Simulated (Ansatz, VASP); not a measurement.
One calculation of ReS, two programs

```
Re S
1.0
     0.00000    2.59204    2.59204
     2.59204    0.00000    2.59204
     2.59204    2.59204    0.00000
Re S
1 1
Direct
  0.00000 0.00000 0.00000
  0.25000 0.25000 0.25000
```

Alike in both runs: functional PBEsol; k mesh 14 × 14 × 14; occupations gaussian, width 0.1 eV; no spin polarisation.

Ansatz relaxed the structure, and its values are those at the end. VASP's run is a single point on that final structure, the one shown.

|  | VASP | Ansatz |
| --- | --- | --- |
| version | VASP 6.6.1 | Ansatz 0.2.0 |
| potentials or method | VASP PAW PBE potentials, release 64 (Re_sv_GW, S), cutoff 500 eV | scalar-relativistic, plane waves, PAW |
| valence electrons in the cell | 21 | 21 |

```tsv
	VASP	Ansatz	Ansatz less VASP
gap on the k mesh at the Fermi level (eV)	none	none	-
pressure (GPa)	-0.9	0.0	+0.90
```

VASP's potentials were made for PBE, not for PBEsol. A gap of «none» marks a metal or a gap that the smearing closes. The functional is the same, so the differences come from potentials, cutoffs and numerics.

Spin-orbit coupling is off throughout.
